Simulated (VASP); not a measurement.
# OsCl3 (Pm-3m) in VASP: a series of runs, part 2 of 2

VASP 6.6.1. Earlier steps stand in the parts before.

### Step 3. Single point, PBE+U, collinear spin

Input file INCAR:

```
SYSTEM = OsCl3
ALGO = Normal
EDIFF = 1E-6
ENCUT = 520
GGA = PE
ISIF = 2
ISMEAR = 0
ISPIN = 2
LASPH = .TRUE.
LCHARG = .FALSE.
LDAU = .TRUE.
LDAUJ = 0 0
LDAUL = 2 -1
LDAUPRINT = 1
LDAUTYPE = 2
LDAUU = 2 0
LMAXMIX = 4
LORBIT = 11
LREAL = .FALSE.
LWAVE = .FALSE.
MAGMOM = 1 0 0 0
NBANDS = 26
NELM = 150
PREC = Accurate
SIGMA = 0.05
```

Input file KPOINTS:

```
k-points
0
G
  4 4 4
  0 0 0
```

Input file POSCAR:

```
OsCl3
1.0
    4.8800000000      0.0000000000      0.0000000000
    0.0000000000      4.8800000000      0.0000000000
    0.0000000000      0.0000000000      4.8800000000
Os Cl
1 3
Direct
    0.0000000000      0.0000000000      0.0000000000
    0.5000000000      0.0000000000      0.0000000000
    0.0000000000      0.0000000000      0.5000000000
    0.0000000000      0.5000000000      0.0000000000
```

Potentials or basis: VASP PAW PBE potentials, release 64 (Os, Cl).

Started as:

```sh
$ cat potpaw_PBE.64/Os/POTCAR potpaw_PBE.64/Cl/POTCAR > POTCAR
$ mpirun -np 1 vasp_std > vasp.out
```

OUTCAR:

```text
SYSTEM = OsCl3
   EDIFF = 1E-6
   ENCUT = 520
   GGA = PE
   ISIF = 2
   ISMEAR = 0
   ISPIN = 2
   LASPH = .TRUE.
   LORBIT = 11
   LREAL = .FALSE.
   NELM = 150
   PREC = Accurate

 ion  position               nearest neighbor table
   1  0.000  0.000  0.000-   2 2.44   3 2.44   4 2.44   3 2.44   4 2.44   2 2.44
   2  0.500  0.000  0.000-   1 2.44   1 2.44
   3  0.000  0.000  0.500-   1 2.44   1 2.44
   4  0.000  0.500  0.000-   1 2.44   1 2.44

  LATTYP: Found a simple cubic cell.
 ALAT       =     4.8800000000

  Lattice vectors:

 A1 = (   4.8800000000,   0.0000000000,   0.0000000000)
 A2 = (   0.0000000000,   4.8800000000,   0.0000000000)
 A3 = (   0.0000000000,   0.0000000000,   4.8800000000)

Analysis of symmetry for initial positions (statically):
=====================================================================
 Subroutine PRICEL returns:
 Original cell was already a primitive cell.

 Routine SETGRP: Setting up the symmetry group for a
 simple cubic supercell.

 Subroutine GETGRP returns: Found 48 space group operations
 (whereof 48 operations were pure point group operations)
 out of a pool of 48 trial point group operations.

The static configuration has the point symmetry O_h .

Analysis of symmetry for dynamics (positions and initial velocities):
=====================================================================
 Subroutine PRICEL returns:
 Original cell was already a primitive cell.

 Routine SETGRP: Setting up the symmetry group for a
 simple cubic supercell.

 Subroutine GETGRP returns: Found 48 space group operations
 (whereof 48 operations were pure point group operations)
 out of a pool of 48 trial point group operations.

The dynamic configuration has the point symmetry O_h .

Analysis of structural, dynamic, and magnetic symmetry:
[... 180 lines left out ...]
  ---------------------------------------------------
  free energy    TOTEN  =       -14.56879349 eV

  energy without entropy =      -14.56510581  energy(sigma->0) =      -14.56694965

 E-fermi :   0.9089     XC(G=0):  -7.8510

 val. band max:        0.8671509171   @ k =   0.2500   0.2500   0.2500
 cond. band min:       0.9479889871   @ k =   0.2500   0.2500   0.0000
 fundamental gap:      0.0808380701
 Fermi energy:         0.9088718066

 spin component 1

 k-point     1 :       0.0000    0.0000    0.0000
  band No.  band energies     occupation
      1     -15.3044      1.00000
      2     -14.4987      1.00000
      3     -14.4987      1.00000
      4      -4.1649      1.00000
      5      -4.1649      1.00000
      6      -4.1649      1.00000
[... 279 lines left out ...]
     25      11.3115      0.00000
     26      11.6646      0.00000
 Fermi energy:         0.9088718066

 spin component 2

 k-point     1 :       0.0000    0.0000    0.0000
  band No.  band energies     occupation
      1     -15.1736      1.00000
      2     -14.3286      1.00000
      3     -14.3286      1.00000
      4      -4.1060      1.00000
      5      -4.1060      1.00000
      6      -4.1060      1.00000
[... 279 lines left out ...]
     25      11.4119      0.00000
     26      11.7318      0.00000

------------------------ aborting loop because EDIFF is reached ----------------------------------------

  FORCE on cell =-STRESS in cart. coord.  units (eV):
  Direction    XX          YY          ZZ          XY          YZ          ZX
  --------------------------------------------------------------------------------------
  -------------------------------------------------------------------------------------
  Total       -1.7352432     -1.7352432     -1.7352432      0.0000000     -0.0000000      0.0000000
  in kB      -23.9227695    -23.9227695    -23.9227695      0.0000000     -0.0000000      0.0000000
  external PRESSURE =     -23.9227695 kB  Pullay stress =       0.0000000 kB

 VOLUME and BASIS-vectors are now :
 -----------------------------------------------------------------------------
  energy-cutoff  :      520.00
  volume of cell :      116.21
      direct lattice vectors                 reciprocal lattice vectors
     4.880000000  0.000000000  0.000000000     0.204918033  0.000000000  0.000000000
     0.000000000  4.880000000  0.000000000     0.000000000  0.204918033  0.000000000
     0.000000000  0.000000000  4.880000000     0.000000000  0.000000000  0.204918033

 POSITION                                       TOTAL-FORCE (eV/Angst)
 -----------------------------------------------------------------------------------
      0.00000      0.00000      0.00000         0.000000      0.000000      0.000000
      2.44000      0.00000      0.00000         0.000000      0.000000      0.000000
      0.00000      0.00000      2.44000         0.000000      0.000000      0.000000
      0.00000      2.44000      0.00000         0.000000      0.000000      0.000000
 -----------------------------------------------------------------------------------
    total drift:                                0.000000      0.000000     -0.000000

  FREE ENERGIE OF THE ION-ELECTRON SYSTEM (eV)
  ---------------------------------------------------
  free  energy   TOTEN  =       -14.5687934873 eV

  energy  without entropy=      -14.5651058112  energy(sigma->0) =      -14.56694965

 total charge

# of ion       s       p       d       tot
------------------------------------------
    1        0.445   0.411   5.978   6.834
    2        1.598   3.480   0.000   5.078
    3        1.598   3.480   0.000   5.078
    4        1.598   3.480   0.000   5.078
--------------------------------------------------
tot          5.239  10.852   5.978  22.068

 magnetization (x)

# of ion       s       p       d       tot
------------------------------------------
    1        0.070   0.007   2.182   2.259
    2        0.012   0.072   0.000   0.084
    3        0.012   0.072   0.000   0.084
    4        0.012   0.072   0.000   0.084
--------------------------------------------------
tot          0.106   0.223   2.182   2.510
```

OSZICAR:

```text
N       E                     dE             d eps       ncg     rms          rms(c)
DAV:   1     0.198801408106E+03    0.19880E+03   -0.12437E+04  1064   0.953E+02
DAV:   2     0.210152935123E+01   -0.19670E+03   -0.18309E+03  1248   0.236E+02
DAV:   3    -0.152945386353E+02   -0.17396E+02   -0.17137E+02  1344   0.677E+01
DAV:   4    -0.155663771230E+02   -0.27184E+00   -0.27096E+00  1384   0.980E+00
DAV:   5    -0.155724150142E+02   -0.60379E-02   -0.60352E-02  1360   0.145E+00    0.200E+01
DAV:   6    -0.144221863803E+02    0.11502E+01   -0.49184E+00  1302   0.140E+01    0.893E+00
DAV:   7    -0.145393736420E+02   -0.11719E+00   -0.50405E-01  1152   0.422E+00    0.570E+00
DAV:   8    -0.145515763398E+02   -0.12203E-01   -0.62858E-02  1092   0.158E+00    0.157E+00
DAV:   9    -0.145661439855E+02   -0.14568E-01   -0.16317E-02  1202   0.657E-01    0.466E-01
DAV:  10    -0.145685584646E+02   -0.24145E-02   -0.27324E-03  1098   0.383E-01    0.213E-01
DAV:  11    -0.145687535196E+02   -0.19505E-03   -0.46880E-04  1270   0.158E-01    0.118E-01
DAV:  12    -0.145687945230E+02   -0.41003E-04   -0.18058E-04  1096   0.975E-02    0.444E-02
DAV:  13    -0.145687968768E+02   -0.23538E-05   -0.58883E-05  1088   0.528E-02    0.204E-02
DAV:  14    -0.145687928769E+02    0.39999E-05   -0.79819E-06  1124   0.172E-02    0.103E-02
DAV:  15    -0.145687934873E+02   -0.61042E-06   -0.18344E-06  1062   0.913E-03
   1 F= -.14568793E+02 E0= -.14566950E+02  d E =-.368768E-02  mag=     2.4687
```

Wall time 42 s (1 thread of Intel Xeon 6975P-C (Granite Rapids), shared host); peak memory 0.26 GiB.

Results:

* Free energy: -14.5688 eV
* Pressure: -2.4 GPa
* Net moment: 2.47 μB per cell
* Site moments: Os +2.26; Cl +0.08 μB
* Valence electrons inside the program's atomic spheres: Os 6.83; Cl 5.08

Levels at points of the mesh, in eV from the Fermi level:
Spin up:
```csv
k point,band 13,band 14,band 15,band 16,band 17,band 18,band 19,band 20
"(0.00, 0.00, 0.00)",-2.55,-2.55,-2.55,-1.82,-1.82,1.44,4.89,8.02
"(0.50, 0.00, 0.00)",-2.61,-1.82,-1.27,-1.27,-0.39,5.97,6.88,6.93
"(0.50, 0.50, 0.00)",-1.26,-1.26,-1.24,-1.10,3.35,7.32,7.32,7.41
"(0.50, 0.50, 0.50)",-1.08,-1.08,-1.08,3.35,3.35,5.79,6.23,6.23
```
Spin down:
```
           k point  band 10  band 11  band 12  band 13  band 14  band 15  band 16  band 17
(0.00, 0.00, 0.00)    -2.43    -2.43    -2.43    -1.23    -1.23    -1.23    -0.11    -0.11
(0.50, 0.00, 0.00)    -2.68    -2.46    -2.46    -1.22    -0.11     0.37     0.37     0.93
(0.50, 0.50, 0.00)    -2.99    -2.99    -1.73     0.31     0.38     0.38     0.87     4.51
(0.50, 0.50, 0.50)    -1.72    -1.72    -1.72     0.88     0.88     0.88     4.51     4.51
```

Eigenvalues of the final occupation matrices:
```
    site  spin  trace               eigenvalues
site 1 d     1   4.12  0.62 0.62 0.96 0.96 0.96
site 1 d     2   1.92  0.33 0.33 0.42 0.42 0.42
```

Caveat: spin-orbit coupling is left out, which moves the levels of the heavy elements.

### Step 4. Single point, PBE+U, collinear spin (27.95 Å³/atom)

This run uses another cell than the first one, of 27.95 Å³/atom.

Input file INCAR:

```
PREC     = Accurate       # precision mode
ENCUT    = 520            # plane-wave cutoff, eV
EDIFF    = 1E-7           # SCF threshold, eV
ISMEAR   = 0              # smearing method
SIGMA    = 0.05           # smearing width, eV
LREAL    = False          # projectors in reciprocal space
LASPH    = True           # aspherical terms in the spheres
NELM     = 150            # most SCF steps
ALGO     = Normal         # electronic algorithm
ISIF     = 2              # what is computed and relaxed
LWAVE    = False          # write WAVECAR
LCHARG   = True           # write CHGCAR
ISPIN    = 2              # spin polarisation
MAGMOM   = 1.78 0.11 0.11 0.12 # initial moments
LORBIT   = 11             # projections on sites
LMAXMIX  = 4              # l up to which the mixer works
LDAU     = True           # DFT+U
LDAUTYPE = 2            
LDAUL    = 2 -1           # shell
LDAUU    = 2 0            # U, eV
LDAUJ    = 0 0          
LDAUPRINT= 1            
GGA      = PE             # functional
LELF     = True           # ELF
LVHAR    = True         
NBANDS   = 26             # bands
```

Input file KPOINTS:

```
Automatic mesh
0
Gamma
  4 4 4
```

Input file POSCAR:

```
OsCl3
1.0
    4.8175535291      0.0000000000      0.0000000000
    0.0000000000      4.8175535291      0.0000000000
    0.0000000000      0.0000000000      4.8175535291
Os Cl
1 3
Direct
    0.0000000000      0.0000000000      0.0000000000
    0.5000000000      0.0000000000      0.0000000000
    0.0000000000      0.0000000000      0.5000000000
    0.0000000000      0.5000000000      0.0000000000
```

Started as:

```sh
$ cat potpaw_PBE.64/Os/POTCAR potpaw_PBE.64/Cl/POTCAR > POTCAR
$ mpirun -np 1 vasp_std > vasp.out
```

Run time: 86 s. Hardware: 1 thread of Intel Xeon 6975P-C (Granite Rapids), shared host; peak memory 0.28 GiB.

Results (log left out):

- Free energy: -14.6052 eV
- Pressure: -0.3 GPa
- Net moment: 2.47 μB per cell
- Site moments: Os +2.24; Cl +0.09 μB
- Valence electrons inside the program's atomic spheres: Os 6.93; Cl 5.09

Levels at points of the mesh, in eV from the Fermi level:
Spin up:
```tsv
k point	band 14	band 15	band 16	band 17	band 18	band 19
(0.00, 0.00, 0.00)	-2.62	-2.62	-1.78	-1.78	1.66	4.82
(0.50, 0.00, 0.00)	-1.77	-1.22	-1.22	-0.25	6.39	6.88
(0.00, 0.50, 0.00)	-1.77	-1.22	-1.22	-0.25	6.39	6.88
(0.50, 0.50, 0.00)	-1.21	-1.15	-1.03	3.67	7.38	7.43
(0.50, 0.00, 0.50)	-1.21	-1.15	-1.03	3.67	7.38	7.43
(0.50, 0.50, 0.50)	-1.01	-1.01	3.67	3.67	5.65	6.30
```
Spin down:
```csv
k point,band 9,band 10,band 11,band 12,band 13,band 14,band 15,band 16,band 17,band 18
"(0.00, 0.00, 0.00)",-2.60,-2.49,-2.49,-2.49,-1.34,-1.34,-1.34,-0.10,-0.10,2.49
"(0.50, 0.00, 0.00)",-3.45,-2.78,-2.53,-2.53,-1.32,-0.09,0.41,0.41,1.04,6.88
"(0.00, 0.50, 0.00)",-3.45,-2.78,-2.53,-2.53,-1.32,-0.09,0.41,0.41,1.04,6.88
"(0.50, 0.50, 0.00)",-3.83,-3.11,-3.11,-1.75,0.36,0.42,0.42,0.93,4.81,7.42
"(0.50, 0.00, 0.50)",-3.83,-3.11,-3.11,-1.75,0.36,0.42,0.42,0.93,4.81,7.42
"(0.50, 0.50, 0.50)",-4.97,-1.74,-1.74,-1.74,0.94,0.94,0.94,4.81,4.81,5.69
```

Eigenvalues of the final occupation matrices:
| site | spin | trace | eigenvalues |
| --- | --- | --- | --- |
| site 1 d | 1 | 4.13 | 0.63 0.63 0.96 0.96 0.96 |
| site 1 d | 2 | 1.95 | 0.34 0.34 0.43 0.43 0.43 |

Caveat: spin-orbit coupling is left out, which moves the levels of the heavy elements.

### Step 5. Single point, PBE+U, collinear spin (28.67 Å³/atom)

This run uses another cell than the first one, of 28.67 Å³/atom.

Input file INCAR:

```
SYSTEM = OsCl3
PREC = Accurate
ENCUT = 520
EDIFF = 1E-6
ISMEAR = 0
SIGMA = 0.05
LREAL = .False.
LASPH = .True.
NELM = 150
ALGO = Normal
ISIF = 2
LWAVE = .False.
LCHARG = .False.
ISPIN = 2
MAGMOM = 1.83 0.1 0.1 0.11
LORBIT = 11
LMAXMIX = 4
LDAU = .True.
LDAUTYPE = 2
LDAUL = 2 -1
LDAUU = 2 0
LDAUJ = 0 0
LDAUPRINT = 1
GGA = PE
NBANDS = 26
```

Input file KPOINTS:

```
regular mesh
0
Gamma
  4 4 4
  0 0 0
```

Input file POSCAR:

```
OsCl3
1.0
    4.8586906495      0.0000000000      0.0000000000
    0.0000000000      4.8586906495      0.0000000000
    0.0000000000      0.0000000000      4.8586906495
Os Cl
1 3
Direct
    0.0000000000      0.0000000000      0.0000000000
    0.5000000000      0.0000000000      0.0000000000
    0.0000000000      0.0000000000      0.5000000000
    0.0000000000      0.5000000000      0.0000000000
```

Started as:

```sh
$ cat potpaw_PBE.64/Os/POTCAR potpaw_PBE.64/Cl/POTCAR > POTCAR
$ mpirun -np 1 vasp_std > vasp.out
```

Run time: 59 s. Hardware: 1 thread of Intel Xeon 6975P-C (Granite Rapids), shared host; peak memory 0.28 GiB.

The run converged. Its results:

```
Free energy                                           : -14.5877 eV
Pressure                                              : -1.7 GPa
Net moment                                            : 2.47 μB per cell
Site moments                                          : Os +2.25; Cl +0.09 μB
Valence electrons inside the program's atomic spheres : Os 6.87; Cl 5.08
```

Levels at points of the mesh, in eV from the Fermi level:
Spin up:
```tsv
k point	band 14	band 15	band 16	band 17	band 18	band 19
(0.00, 0.00, 0.00)	-2.58	-2.58	-1.81	-1.81	1.51	4.87
(0.50, 0.00, 0.00)	-1.80	-1.25	-1.25	-0.34	6.11	6.88
(0.00, 0.50, 0.00)	-1.80	-1.25	-1.25	-0.34	6.11	6.88
(0.50, 0.50, 0.00)	-1.25	-1.21	-1.08	3.45	7.36	7.36
(0.50, 0.00, 0.50)	-1.25	-1.21	-1.08	3.45	7.36	7.36
(0.50, 0.50, 0.50)	-1.06	-1.06	3.46	3.46	5.74	6.26
```
Spin down:
```
           k point  band 9  band 10  band 11  band 12  band 13  band 14  band 15  band 16  band 17  band 18
(0.00, 0.00, 0.00)   -2.55    -2.45    -2.45    -2.45    -1.27    -1.27    -1.27    -0.11    -0.11     2.34
(0.50, 0.00, 0.00)   -3.36    -2.71    -2.48    -2.48    -1.25    -0.10     0.39     0.39     0.97     6.81
(0.00, 0.50, 0.00)   -3.36    -2.71    -2.48    -2.48    -1.25    -0.10     0.39     0.39     0.97     6.81
(0.50, 0.50, 0.00)   -3.71    -3.03    -3.03    -1.74     0.33     0.39     0.39     0.89     4.61     7.44
(0.50, 0.00, 0.50)   -3.71    -3.03    -3.03    -1.74     0.33     0.39     0.39     0.89     4.61     7.44
(0.50, 0.50, 0.50)   -4.82    -1.73    -1.73    -1.73     0.90     0.90     0.90     4.61     4.61     5.79
```

Eigenvalues of the final occupation matrices:
```
    site  spin  trace               eigenvalues
site 1 d     1   4.12  0.62 0.62 0.96 0.96 0.96
site 1 d     2   1.93  0.33 0.33 0.42 0.42 0.42
```

Caveat: spin-orbit coupling is left out, which moves the levels of the heavy elements.

### Step 6. Single point, PBE+U, collinear spin

This run uses another cell than the first one, of 27.95 Å³/atom.

INCAR, as its differences from that of step 5:

```diff
@@ -14,3 +14,3 @@
 ISPIN = 2
-MAGMOM = 1.83 0.1 0.1 0.11
+MAGMOM = 1.78 0 0 0
 LORBIT = 11
```

Input file KPOINTS:

```
regular mesh
0
Gamma
  6 6 6
  0 0 0
```

Input file POSCAR:

```
OsCl3
1.0
    4.8175535291      0.0000000000      0.0000000000
    0.0000000000      4.8175535291      0.0000000000
    0.0000000000      0.0000000000      4.8175535291
Os Cl
1 3
Direct
    0.0000000000      0.0000000000      0.0000000000
    0.5000000000      0.0000000000      0.0000000000
    0.0000000000      0.0000000000      0.5000000000
    0.0000000000      0.5000000000      0.0000000000
```

Potentials or basis: VASP PAW PBE potentials, release 64 (Os, Cl).

Started as:

```sh
$ cat potpaw_PBE.64/Os/POTCAR potpaw_PBE.64/Cl/POTCAR > POTCAR
$ mpirun -np 1 vasp_std > vasp.out
```

Run time: 93 s. Hardware: 1 thread of Intel Xeon 6975P-C (Granite Rapids), shared host; peak memory 0.28 GiB.

It converged, with:

| Quantity | Value |
| --- | --- |
| Free energy | -14.5132 eV |
| Pressure | 1.2 GPa |
| Net moment | 3.08 μB per cell |
| Site moments | Os +2.75; Cl +0.12 μB |
| Valence electrons inside the program's atomic spheres | Os 6.93; Cl 5.10 |

Levels at points of the mesh, in eV from the Fermi level:
Spin up:
```tsv
k point	band 14	band 15	band 16	band 17	band 18	band 19
(0.00, 0.00, 0.00)	-2.81	-2.81	-2.39	-2.39	1.37	4.63
(0.50, 0.00, 0.00)	-2.38	-1.51	-1.51	-0.72	6.06	6.69
(0.50, 0.50, 0.00)	-1.50	-1.50	-1.36	3.21	7.19	7.21
(0.50, 0.50, 0.50)	-1.34	-1.34	3.22	3.22	5.45	6.07
```
Spin down:
```
           k point  band 9  band 10  band 11  band 12  band 13  band 14  band 15  band 16  band 17  band 18
(0.00, 0.00, 0.00)   -2.75    -2.63    -2.63    -2.63    -1.36    -1.36    -1.36    -0.04    -0.04     2.37
(0.50, 0.00, 0.00)   -3.60    -2.93    -2.67    -2.67    -1.34    -0.04     0.37     0.37     1.03     6.71
(0.50, 0.50, 0.00)   -3.94    -3.25    -3.25    -1.89     0.38     0.38     0.39     0.90     4.82     7.24
(0.50, 0.50, 0.50)   -5.10    -1.89    -1.89    -1.89     0.91     0.91     0.91     4.83     4.83     5.51
```

Eigenvalues of the final occupation matrices:
| site | spin | trace | eigenvalues |
| --- | --- | --- | --- |
| site 1 d | 1 | 4.37 | 0.74 0.74 0.96 0.96 0.96 |
| site 1 d | 2 | 1.70 | 0.29 0.29 0.37 0.37 0.37 |

Caveat: spin-orbit coupling is left out, which moves the levels of the heavy elements.

### Step 7. Summary

```csv
cell,k mesh,gap on the mesh (eV),pressure (GPa),moment (μB)
"a = 4.880 Å, 4 atoms",3 × 3 × 3,none,-0.5,2.93
"a = 4.880 Å, 4 atoms",4 × 4 × 4,none,-2.4,2.47
"a = 4.818 Å, 4 atoms",4 × 4 × 4,none,-0.3,2.47
"a = 4.859 Å, 4 atoms",4 × 4 × 4,none,-1.7,2.47
"a = 4.818 Å, 4 atoms",6 × 6 × 6,none,1.2,3.08
```

Alike in all rows: task single point; level PBE+U; potentials or basis VASP PAW PBE potentials, release 64 (Os, Cl); spin collinear; Os d U = 2.0 eV; cutoff (eV) 520; smearing gaussian 0.05 eV.

Caveats: some runs use coarse meshes; spin-orbit coupling is left out, which moves the levels of the heavy elements.

Absolute energies hang on the potentials; compare differences alone.
